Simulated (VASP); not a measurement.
Crystal: NaH.

```
Na H
1.0
     0.00000    2.44000    2.44000
     2.44000    0.00000    2.44000
     2.44000    2.44000    0.00000
Na H
1 1
Direct
  0.00000 0.00000 0.00000
  0.50000 0.50000 0.50000
```

* Program: VASP 6.6.1
* Task: relaxation of cell and atoms
* Functional: LDA
* Potentials or basis: VASP PAW LDA potentials, release 64 (Na_pv, H)
* Cutoff: 500 eV
* k mesh: 8 × 8 × 8
* Occupations: gaussian, width 0.01 eV
* Spin: no spin polarisation

At the start: pressure -2.7 GPa; volume 14.53 Å³/atom.

Question: How do energy, volume and symmetry change on relaxing?

Answer: Over 5 steps the energy falls by 15.1 meV/atom and the volume is 12.89 Å³/atom (-11.3 %); space group Fm-3m (No. 225, to 0.1 Å) before and after.

The path:
```tsv
step	energy change (eV)	largest force (eV/Å)	pressure (GPa)	volume (Å³)
1	0.0000	0.0000	-2.70	29.05
2	-0.0150	0.0000	-2.02	28.04
3	-0.0294	0.0000	-0.54	26.28
4	-0.0303	0.0000	0.06	25.72
5	-0.0303	0.0000	-0.01	25.78
```

Final structure:
```
Na H
1.0
     0.00000    2.34476    2.34476
     2.34476    0.00000    2.34476
     2.34476    2.34476    0.00000
Na H
1 1
Cartesian
  0.0000 0.0000 0.0000
  2.3448 2.3448 2.3448
```
